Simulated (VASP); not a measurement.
# AgI (P6_3mc) in VASP: a series of runs

Runs on AgI. Level: PBE. Tasks: single point.

Program: VASP 6.6.1. These are calculated values, not measurements. Logs are shortened: lines on timing, memory, paths and dates and some standing lists are left out, and cuts for length are marked.

### Step 1. The cell of the first run

The structure is hexagonal, space group P6_3mc (No. 186). The conventional cell has a = 4.686 Å, b = 4.686 Å, c = 7.664 Å, α = 90.00°, β = 90.00°, γ = 120.00°. Ag (site symmetry 3m) has 4 I at 2.87 Å within 3.8 Å. Within 3.8 Å of I (site symmetry 3m) lie 4 Ag at 2.87 Å.

### Step 2. Single point, PBE

The input, INCAR:

```
SYSTEM = AgI
PREC = Accurate
ENCUT = 500
EDIFF = 1E-6
ISMEAR = 0
SIGMA = 0.02
LREAL = .FALSE.
LASPH = .TRUE.
NELM = 120
ALGO = Normal
ISIF = 2
LWAVE = .FALSE.
LCHARG = .FALSE.
GGA = PE
NBANDS = 26
GGA_COMPAT = .FALSE.
```

The input, KPOINTS:

```
Automatic mesh
0
G
  6 6 4
  0 0 0
```

The input, POSCAR:

```
AgI
1.0
    4.6858638363      0.0000000000      0.0000000000
   -2.3429319181      4.0580771209      0.0000000000
    0.0000000000      0.0000000000      7.6644527230
Ag I
2 2
Direct
    0.6666666667      0.3333333333      0.6276573162
    0.3333333333      0.6666666667      0.1276573162
    0.6666666667      0.3333333333      0.0023426838
    0.3333333333      0.6666666667      0.5023426838
```

Potentials or basis: VASP PAW PBE potentials, release 64 (Ag, I).

Launch:

```
> cat potpaw_PBE.64/Ag/POTCAR potpaw_PBE.64/I/POTCAR > POTCAR
> mpirun -np 1 vasp_std > vasp.out
```

OUTCAR:

```text
SYSTEM = AgI
   PREC = Accurate
   ENCUT = 500
   EDIFF = 1E-6
   ISMEAR = 0
   LREAL = .FALSE.
   LASPH = .TRUE.
   NELM = 120
   ISIF = 2
   GGA = PE

 ion  position               nearest neighbor table
   1  0.667  0.333  0.628-   4 2.87   4 2.87   4 2.87   3 2.87
   2  0.333  0.667  0.128-   3 2.87   3 2.87   3 2.87   4 2.87
   3  0.667  0.333  0.002-   2 2.87   2 2.87   2 2.87   1 2.87
   4  0.333  0.667  0.502-   1 2.87   1 2.87   1 2.87   2 2.87

  LATTYP: Found a hexagonal cell.
 ALAT       =     4.6858638363
 C/A-ratio  =     1.6356541698

  Lattice vectors:

 A1 = (   4.6858638363,   0.0000000000,   0.0000000000)
 A2 = (  -2.3429319181,   4.0580771209,   0.0000000000)
 A3 = (   0.0000000000,   0.0000000000,   7.6644527230)

Analysis of symmetry for initial positions (statically):
=====================================================================
 Subroutine PRICEL returns:
 Original cell was already a primitive cell.

 Routine SETGRP: Setting up the symmetry group for a
 hexagonal supercell.

 Subroutine GETGRP returns: Found 12 space group operations
 (whereof  6 operations were pure point group operations)
 out of a pool of 24 trial point group operations.

The static configuration has the point symmetry C_3v.
 The point group associated with its full space group is C_6v.

Analysis of symmetry for dynamics (positions and initial velocities):
=====================================================================
 Subroutine PRICEL returns:
 Original cell was already a primitive cell.

 Routine SETGRP: Setting up the symmetry group for a
 hexagonal supercell.

 Subroutine GETGRP returns: Found 12 space group operations
 (whereof  6 operations were pure point group operations)
 out of a pool of 24 trial point group operations.

The dynamic configuration has the point symmetry C_3v.
 The point group associated with its full space group is C_6v.

 Subroutine INISYM returns: Found 12 space group operations
 (whereof  6 operations are pure point group operations),
 and found     1 'primitive' translations

----------------------------------------------------------------------------------------

                                     Primitive cell

  volume of cell :     145.7441

  direct lattice vectors                    reciprocal lattice vectors
     4.685863836  0.000000000  0.000000000     0.213407823  0.123211064  0.000000000
    -2.342931918  4.058077121  0.000000000     0.000000000  0.246422128  0.000000000
     0.000000000  0.000000000  7.664452723     0.000000000  0.000000000  0.130472460

  length of vectors
     4.685863836  4.685863836  7.664452723     0.246422128  0.246422128  0.130472460

  position of ions in fractional coordinates (direct lattice)
     0.666666667  0.333333333  0.627657316
     0.333333333  0.666666667  0.127657316
     0.666666667  0.333333333  0.002342684
     0.333333333  0.666666667  0.502342684

  ion indices of the primitive-cell ions
   primitive index   ion index
                 1           1
                 2           2
                 3           3
                 4           4

----------------------------------------------------------------------------------------

 KPOINTS: Automatic mesh

Automatic generation of k-mesh.
 Grid dimensions read from file:
 generate k-points for:    6    6    4

 Generating k-lattice:

  Cartesian coordinates                     Fractional coordinates (reciprocal lattice)
     0.035567970  0.020535177  0.000000000     0.166666667  0.000000000  0.000000000
     0.000000000  0.041070355  0.000000000     0.000000000  0.166666667  0.000000000
     0.000000000  0.000000000  0.032618115     0.000000000  0.000000000  0.250000000

  Length of vectors
     0.041070355  0.041070355  0.032618115

  Shift w.r.t. Gamma in fractional coordinates (k-lattice)
     0.000000000  0.000000000  0.000000000

 Subroutine IBZKPT returns following result:
 ===========================================

 Found     21 irreducible k-points:

 Following reciprocal coordinates:
            Coordinates               Weight
  0.000000  0.000000  0.000000      1.000000
  0.166667  0.000000  0.000000      6.000000
  0.333333  0.000000  0.000000      6.000000
  0.500000  0.000000  0.000000      3.000000
  0.166667  0.166667  0.000000      6.000000
  0.333333  0.166667  0.000000     12.000000
[... 13 lines left out ...]
  0.333333  0.166667  0.500000     12.000000
  0.333333  0.333333  0.500000      2.000000
   k-points           NKPTS =     21   k-points in BZ     NKDIM =     21   number of bands    NBANDS=     26
   number of dos      NEDOS =    301   number of ions     NIONS =      4
   total plane-waves  NPLWV =  72576
   dimension x,y,z NGX =    36 NGY =   36 NGZ =   56
   dimension x,y,z NGXF=    72 NGYF=   72 NGZF=  112
   ions per type =               2   2
   NGX,Y,Z   is equivalent  to a cutoff of  12.77, 12.77, 12.15 a.u.
   NGXF,Y,Z  is equivalent  to a cutoff of  25.54, 25.54, 24.29 a.u.
 SYSTEM =  AgI
   PREC   = accura    normal or accurate (medium, high low for compatibility)
   ISTART =      0    job   : 0-new  1-cont  2-samecut
   ICHARG =      2    charge: 1-file 2-atom 10-const
   ISPIN  =      1    spin polarized calculation?
   LNONCOLLINEAR =      F non collinear calculations
   LSORBIT =      F    spin-orbit coupling
   LASPH  =      T    aspherical Exc in radial PAW
   ENCUT  =  500.0 eV  36.75 Ry    6.06 a.u.   8.54  8.54 13.97*2*pi/ulx,y,z
   NELM   =    120;   NELMIN=  2; NELMDL= -5     # of ELM steps
   EDIFF  = 0.1E-05   stopping-criterion for ELM
   LREAL  =      F    real-space projection
   EDIFFG = 0.1E-04   stopping-criterion for IOM
   NSW    =      0    number of steps for IOM
   IBRION =     -1    ionic relax: 0-MD 1-quasi-New 2-CG
   NFREE  =      0    steps in history (QN), initial steepest desc. (CG)
   ISIF   =      2    stress and relaxation
   ISYM   =      2    0-nonsym 1-usesym 2-fastsym
   POTIM  = 0.5000    time-step for ionic-motion
   TEBEG  =    0.0;   TEEND  =   0.0 temperature during run
   PSTRESS=    0.0 pullay stress
   NELECT =      36.0000    total number of electrons
   NUPDOWN=      -1.0000    fix difference up-down
   EMIN   =  10.00;   EMAX   =-10.00  energy-range for DOS
   EFERMI =   0.00;   METHOD = LEGACY
   ISMEAR =     0;   SIGMA  =   0.02  broadening in eV -4-tet -1-fermi 0-gaus
   EFERMI_NEDOS =   21; number of points for ismear=-14 and -15
   IALGO  =     38    algorithm
   IMIX   =      4    mixing-type and parameters
     AMIX     =   0.40;   BMIX     =  1.00
     AMIX_MAG =   1.60;   BMIX_MAG =  1.00
  volume/ion in A,a.u.               =      36.44       245.88
  Fermi-wavevector in a.u.,A,eV,Ry     =   1.027177  1.941083 14.355407  1.055093
  Thomas-Fermi vector in A             =   2.161108
   LORBIT       =      0    0 simple, 1 ext, 2 COOP (PROOUT), +10 PAW based schemes
   GGA     = PE    functional components
   LHFCALC =     F    Hartree Fock is set to
   AEXX    =    0.0000 exact exchange contribution
   IVDW    =     0    specifies the selected vdW correction
   LEPSILON=     F    determine dielectric tensor
   LRPA    =     F    only Hartree local field effects (RPA)
 non-spin polarized calculation
 Gauss-broadening in eV      SIGMA  =   0.02
  energy-cutoff  :      500.00
  volume of cell :      145.74
 maximum number of plane-waves:      3730
 NGX is ok and might be reduce to    36
   NGX = 17   NGY = 17   NGZ = 27

 number of electron      35.9999997 magnetization

 Free energy of the ion-electron system (eV)
  ---------------------------------------------------
  ext. energy  EPLUGINS =         0.00000000
  ---------------------------------------------------
  free energy    TOTEN  =        -9.58036673 eV

  energy without entropy =       -9.58036673  energy(sigma->0) =       -9.58036673

 E-fermi :   2.5810     XC(G=0):  -8.1424

 val. band max:        2.4617294389   @ k =   0.0000   0.0000   0.0000
 cond. band min:       3.8304018938   @ k =   0.0000   0.0000   0.0000
 fundamental gap:      1.3686724550
 Fermi energy:         2.5810407054

 k-point     1 :       0.0000    0.0000    0.0000
  band No.  band energies     occupation
      1     -10.0140      2.00000
      2      -9.7693      2.00000
      3      -1.3858      2.00000
      4      -1.3811      2.00000
      5      -1.3811      2.00000
      6      -1.2848      2.00000
[... 18 lines left out ...]
     25       9.1617      0.00000
     26       9.6667      0.00000

 k-point     2 :       0.1667    0.0000    0.0000
  band No.  band energies     occupation
      1      -9.9612      2.00000
      2      -9.7437      2.00000
      3      -1.4251      2.00000
      4      -1.3486      2.00000
      5      -1.3411      2.00000
      6      -1.2524      2.00000
[... 18 lines left out ...]
     25       9.3544      0.00000
     26       9.6547      0.00000

 k-point     3 :       0.3333    0.0000    0.0000
  band No.  band energies     occupation
      1      -9.8437      2.00000
      2      -9.6999      2.00000
      3      -1.4798      2.00000
      4      -1.3395      2.00000
      5      -1.2663      2.00000
      6      -1.1536      2.00000
[... 18 lines left out ...]
     25       9.8589      0.00000
     26      10.1832      0.00000

 k-point     4 :       0.5000    0.0000    0.0000
  band No.  band energies     occupation
      1      -9.7710      2.00000
      2      -9.6898      2.00000
      3      -1.4660      2.00000
      4      -1.3575      2.00000
      5      -1.2331      2.00000
      6      -1.0702      2.00000
[... 18 lines left out ...]
     25       9.9420      0.00000
     26      11.5237      0.00000
[... 409 lines left out ...]
      1      -9.7925      2.00000
      2      -9.7925      2.00000
      3      -1.4939      2.00000
      4      -1.4939      2.00000
      5      -1.2437      2.00000
      6      -1.2437      2.00000
[... 18 lines left out ...]
     25       9.5590      0.00000
     26       9.5590      0.00000

 k-point    20 :       0.3333    0.1667    0.5000
  band No.  band energies     occupation
      1      -9.7294      2.00000
      2      -9.7294      2.00000
      3      -1.4771      2.00000
      4      -1.4771      2.00000
      5      -1.1744      2.00000
      6      -1.1744      2.00000
[... 18 lines left out ...]
     25       9.9364      0.00000
     26       9.9364      0.00000

 k-point    21 :       0.3333    0.3333    0.5000
  band No.  band energies     occupation
      1      -9.7083      2.00000
      2      -9.7083      2.00000
      3      -1.3713      2.00000
      4      -1.3713      2.00000
      5      -1.2230      2.00000
      6      -1.2230      2.00000
[... 18 lines left out ...]
     25      10.6728      0.00000
     26      10.6731      0.00000

------------------------ aborting loop because EDIFF is reached ----------------------------------------

  FORCE on cell =-STRESS in cart. coord.  units (eV):
  Direction    XX          YY          ZZ          XY          YZ          ZX
  --------------------------------------------------------------------------------------
  -------------------------------------------------------------------------------------
  Total       -0.0676935     -0.0676935     -0.0622077     -0.0000000      0.0000000      0.0000000
  in kB       -0.7441604     -0.7441604     -0.6838548     -0.0000000      0.0000000      0.0000000
  external PRESSURE =      -0.7240585 kB  Pullay stress =       0.0000000 kB

 VOLUME and BASIS-vectors are now :
 -----------------------------------------------------------------------------
  energy-cutoff  :      500.00
  volume of cell :      145.74
      direct lattice vectors                 reciprocal lattice vectors
     4.685863836  0.000000000  0.000000000     0.213407823  0.123211064  0.000000000
    -2.342931918  4.058077121  0.000000000     0.000000000  0.246422128  0.000000000
     0.000000000  0.000000000  7.664452723     0.000000000  0.000000000  0.130472460

 POSITION                                       TOTAL-FORCE (eV/Angst)
 -----------------------------------------------------------------------------------
      2.34293      1.35269      4.81065        -0.000000      0.000000     -0.001700
     -0.00000      2.70538      0.97842         0.000000      0.000000     -0.001700
      2.34293      1.35269      0.01796         0.000000      0.000000      0.001700
     -0.00000      2.70538      3.85018        -0.000000      0.000000      0.001700
 -----------------------------------------------------------------------------------
    total drift:                               -0.000000      0.000000     -0.000432

  FREE ENERGIE OF THE ION-ELECTRON SYSTEM (eV)
  ---------------------------------------------------
  free  energy   TOTEN  =        -9.5803667313 eV

  energy  without entropy=       -9.5803667313  energy(sigma->0) =       -9.58036673
```

Run time: 40 s. Hardware: 1 thread of Intel Xeon 6975P-C (Granite Rapids), shared host; peak memory 0.28 GiB.

What came out:

| Item | Value |
| --- | --- |
| Free energy | -9.5804 eV |
| Pressure | -0.1 GPa |
| Band gap on the k mesh | 1.37 eV |

Caveat: spin-orbit coupling is left out, which moves the levels of the heavy elements.

[end of part 1 of 2]
